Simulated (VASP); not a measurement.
# Sr4O3 (P6/mmm) in VASP: relaxation of cell and atoms with PBE

Aim: the relaxation of cell and atoms of Sr4O3 with PBE.

All numbers are computed with VASP 6.6.1; they aren't measurements. Logs are shortened: lines on timing, memory, paths and dates and some standing lists are left out, and cuts for length are marked.

## Step 1: The cell of the first run

It takes space group P6/mmm (No. 191, hexagonal). The conventional cell has a = 6.479 Å, b = 6.479 Å, c = 7.501 Å, α = 90.00°, β = 90.00°, γ = 120.00°. Within 3.2 Å of Sr (site symmetry 3m) lie 3 O at 2.39 Å and 1 Sr at 2.98 Å. Within 3.3 Å of O (site symmetry mmm) lie 4 Sr at 2.39 Å and 4 O at 3.24 Å.

The cell was generated, and may not be a known phase.

## Step 2: Relaxation of cell and atoms, PBE

Contents of INCAR:

```
PREC = Accurate ; ENCUT = 600
EDIFF = 1E-6 ; ISMEAR = 0
SIGMA = 0.1 ; LREAL = False
LASPH = True ; NELM = 100
ALGO = Normal ; ISIF = 3
LWAVE = False ; LCHARG = False
GGA = PE ; IBRION = 2
NSW = 100 ; EDIFFG = -0.01
```

Contents of KPOINTS:

```
Automatic mesh
0
Gamma
  6 6 6
```

Contents of POSCAR:

```
Sr4O3
1.0
    6.4792272252      0.0000000000      0.0000000000
   -3.2396136126      5.6111753739      0.0000000000
    0.0000000000      0.0000000000      7.5006572953
Sr O
4 3
Direct
    0.3333333333      0.6666666667      0.8013404809
    0.6666666667      0.3333333333      0.8013404809
    0.6666666667      0.3333333333      0.1986595191
    0.3333333333      0.6666666667      0.1986595191
    0.5000000000      0.0000000000      0.0000000000
    0.0000000000      0.5000000000      0.0000000000
    0.5000000000      0.5000000000      0.0000000000
```

Potentials or basis: VASP PAW PBE potentials, release 64 (Sr_sv, O).

Command:

```console
$ cat potpaw_PBE.64/Sr_sv/POTCAR potpaw_PBE.64/O/POTCAR > POTCAR
$ mpirun -np 1 vasp_std > vasp.out
```

OUTCAR:

```text
PREC = Accurate
   ENCUT = 600
   EDIFF = 1E-6
   ISMEAR = 0
   LREAL = False
   LASPH = True
   NELM = 100
   ISIF = 3
   GGA = PE
   IBRION = 2
   NSW = 100
   EDIFFG = -0.01

 ion  position               nearest neighbor table
   1  0.333  0.667  0.801-   5 2.39   6 2.39   7 2.39   4 2.98   2 3.74   2 3.74   2 3.74   4 4.52
                             3 4.78   3 4.78   3 4.78
   2  0.667  0.333  0.801-   5 2.39   6 2.39   7 2.39   3 2.98   1 3.74   1 3.74   1 3.74   3 4.52
                             4 4.78   4 4.78   4 4.78
   3  0.667  0.333  0.199-   5 2.39   6 2.39   7 2.39   2 2.98   4 3.74   4 3.74   4 3.74   2 4.52
                             1 4.78   1 4.78   1 4.78
   4  0.333  0.667  0.199-   5 2.39   6 2.39   7 2.39   1 2.98   3 3.74   3 3.74   3 3.74   1 4.52
                             2 4.78   2 4.78   2 4.78
   5  0.500  0.000  0.000-   1 2.39   2 2.39   3 2.39   4 2.39
   6  0.000  0.500  0.000-   1 2.39   2 2.39   3 2.39   4 2.39
   7  0.500  0.500  0.000-   1 2.39   2 2.39   3 2.39   4 2.39

  LATTYP: Found a hexagonal cell.
 ALAT       =     6.4792272252
 C/A-ratio  =     1.1576468975

  Lattice vectors:

 A1 = (   6.4792272252,   0.0000000000,   0.0000000000)
 A2 = (  -3.2396136126,   5.6111753739,   0.0000000000)
 A3 = (   0.0000000000,   0.0000000000,   7.5006572953)

Analysis of symmetry for initial positions (statically):
=====================================================================
 Subroutine PRICEL returns:
 Original cell was already a primitive cell.

 Routine SETGRP: Setting up the symmetry group for a
 hexagonal supercell.

 Subroutine GETGRP returns: Found 24 space group operations
 (whereof 24 operations were pure point group operations)
 out of a pool of 24 trial point group operations.

The static configuration has the point symmetry D_6h.

Analysis of symmetry for dynamics (positions and initial velocities):
=====================================================================
 Subroutine PRICEL returns:
 Original cell was already a primitive cell.

 Routine SETGRP: Setting up the symmetry group for a
 hexagonal supercell.

 Subroutine GETGRP returns: Found 24 space group operations
 (whereof 24 operations were pure point group operations)
 out of a pool of 24 trial point group operations.

The dynamic configuration has the point symmetry D_6h.

 Subroutine INISYM returns: Found 24 space group operations
 (whereof 24 operations are pure point group operations),
 and found     1 'primitive' translations
[... 113 lines left out ...]
   POTIM  = 0.5000    time-step for ionic-motion
   TEBEG  =    0.0;   TEEND  =   0.0 temperature during run
   PSTRESS=    0.0 pullay stress
   NELECT =      58.0000    total number of electrons
   NUPDOWN=      -1.0000    fix difference up-down
   EMIN   =  10.00;   EMAX   =-10.00  energy-range for DOS
   EFERMI =   0.00;   METHOD = LEGACY
   ISMEAR =     0;   SIGMA  =   0.10  broadening in eV -4-tet -1-fermi 0-gaus
   EFERMI_NEDOS =   21; number of points for ismear=-14 and -15
   IALGO  =     38    algorithm
   IMIX   =      4    mixing-type and parameters
     AMIX     =   0.40;   BMIX     =  1.00
     AMIX_MAG =   1.60;   BMIX_MAG =  1.00
  volume/ion in A,a.u.               =      38.96       262.89
  Fermi-wavevector in a.u.,A,eV,Ry     =   0.977219  1.846677 12.992986  0.954958
  Thomas-Fermi vector in A             =   2.107900
   LORBIT       =      0    0 simple, 1 ext, 2 COOP (PROOUT), +10 PAW based schemes
   GGA     = PE    functional components
   LHFCALC =     F    Hartree Fock is set to
   AEXX    =    0.0000 exact exchange contribution
   IVDW    =     0    specifies the selected vdW correction
   LEPSILON=     F    determine dielectric tensor
   LRPA    =     F    only Hartree local field effects (RPA)
 conjugate gradient relaxation of ions
 non-spin polarized calculation
 Gauss-broadening in eV      SIGMA  =   0.10
  energy-cutoff  :      600.00
  volume of cell :      272.69
 maximum number of plane-waves:      9144
 NGX is ok and might be reduce to    54
   NGX = 25   NGY = 25   NGZ = 29

--------------------------------------- Ionic step        1  -------------------------------------------

 number of electron      57.9999994 magnetization

 Free energy of the ion-electron system (eV)
  ---------------------------------------------------
  ext. energy  EPLUGINS =         0.00000000
  ---------------------------------------------------
  free energy    TOTEN  =       -34.70715019 eV

  energy without entropy =      -34.70050055  energy(sigma->0) =      -34.70382537

------------------------ aborting loop because EDIFF is reached ----------------------------------------

  FORCE on cell =-STRESS in cart. coord.  units (eV):
  Direction    XX          YY          ZZ          XY          YZ          ZX
  --------------------------------------------------------------------------------------
  -------------------------------------------------------------------------------------
  Total        0.9765332      0.9765332      0.7137625      0.0000000      0.0000000      0.0000000
  in kB        5.7374807      5.7374807      4.1936089      0.0000000      0.0000000      0.0000000
  external PRESSURE =       5.2228567 kB  Pullay stress =       0.0000000 kB
[... 151 lines left out ...]
--------------------------------------- Ionic step        5  -------------------------------------------

 number of electron      57.9999987 magnetization

 Free energy of the ion-electron system (eV)
  ---------------------------------------------------
  ext. energy  EPLUGINS =         0.00000000
  ---------------------------------------------------
  free energy    TOTEN  =       -34.71573072 eV

  energy without entropy =      -34.70847775  energy(sigma->0) =      -34.71210424

 E-fermi :   0.5169     XC(G=0):  -6.5165

 val. band max:        0.4877013929   @ k =   0.5000   0.0000   0.3333
 cond. band min:       0.5651622767   @ k =   0.3333   0.3333   0.5000
 fundamental gap:      0.0774608838
 Fermi energy:         0.5169307960

 k-point     1 :       0.0000    0.0000    0.0000
  band No.  band energies     occupation
      1     -34.7877      2.00000
      2     -34.7378      2.00000
      3     -34.6328      2.00000
      4     -34.5934      2.00000
      5     -18.3882      2.00000
      6     -18.0003      2.00000
[... 877 lines left out ...]
     33       2.5267      0.00000
     34       3.2964      0.00000

 [... further k-points ...]

------------------------ aborting loop because EDIFF is reached ----------------------------------------

  FORCE on cell =-STRESS in cart. coord.  units (eV):
  Direction    XX          YY          ZZ          XY          YZ          ZX
  --------------------------------------------------------------------------------------
  -------------------------------------------------------------------------------------
  Total        0.0025516      0.0025516      0.0194036      0.0000000     -0.0000000      0.0000000
  in kB        0.0147334      0.0147334      0.1120411      0.0000000     -0.0000000      0.0000000
  external PRESSURE =       0.0471693 kB  Pullay stress =       0.0000000 kB
[... 22 lines left out ...]
  FREE ENERGIE OF THE ION-ELECTRON SYSTEM (eV)
  ---------------------------------------------------
  free  energy   TOTEN  =       -34.7157307174 eV

  energy  without entropy=      -34.7084777546  energy(sigma->0) =      -34.71210424

 reached required accuracy - stopping structural energy minimisation
```

Wall time 24 min (1 thread of Intel Xeon Platinum 8259CL at 2.50GHz (Skylake/Cascade Lake), shared host); peak memory 0.62 GiB.

Results:

- Free energy: -34.7157 eV
- Relaxed volume: 39.64 Å³/atom
- Relaxed cell: a = 6.533 Å, b = 6.533 Å, c = 7.508 Å, α = 90.00°, β = 90.00°, γ = 120.00°
- Space group after relaxing (to 0.1 Å): P6/mmm (No. 191)
- Energy gained by relaxing: 1.2 meV/atom
- Ionic steps: 5
- Pressure after relaxing: 0.0 GPa
- Largest force after relaxing: 0.005 eV/Å
- Band gap on the k mesh: zero (bands 29 and 30 overlap by 0.16 eV)

Forces on the atoms (eV/Å):
```
Sr   0.000  0.000  0.005
Sr   0.000  0.000  0.005
Sr   0.000  0.000 -0.005
Sr   0.000  0.000 -0.005
O    0.000  0.000  0.000
O    0.000  0.000  0.000
O    0.000  0.000  0.000
```

Step by step:
| step | energy change (eV) | largest force (eV/Å) | pressure (GPa) | volume (Å³) |
| --- | --- | --- | --- | --- |
| 1 | 0.0000 | 0.1171 | 0.52 | 272.69 |
| 2 | -0.0052 | 0.1584 | -0.19 | 277.74 |
| 3 | -0.0066 | 0.0740 | 0.03 | 276.14 |
| 4 | -0.0085 | 0.0140 | 0.00 | 277.28 |
| 5 | -0.0086 | 0.0049 | 0.00 | 277.47 |

Final structure:
```yaml
crystal:
  lattice:
    - [6.53256, 0.00000, 0.00000]
    - [-3.26628, 5.65736, 0.00000]
    - [0.00000, 0.00000, 7.50790]
  atoms:
    - { symbol: Sr, position: [0.33333, 0.66667, 0.80119] }
    - { symbol: Sr, position: [0.66667, 0.33333, 0.80119] }
    - { symbol: Sr, position: [0.66667, 0.33333, 0.19881] }
    - { symbol: Sr, position: [0.33333, 0.66667, 0.19881] }
    - { symbol: O, position: [0.50000, 0.00000, 0.00000] }
    - { symbol: O, position: [0.00000, 0.50000, 0.00000] }
    - { symbol: O, position: [0.50000, 0.50000, 0.00000] }
```

Caveat: semilocal functionals underestimate gaps, and a narrow one can read as zero.

The gap in the log of VASP goes by the Fermi energy; the results here count the filled bands.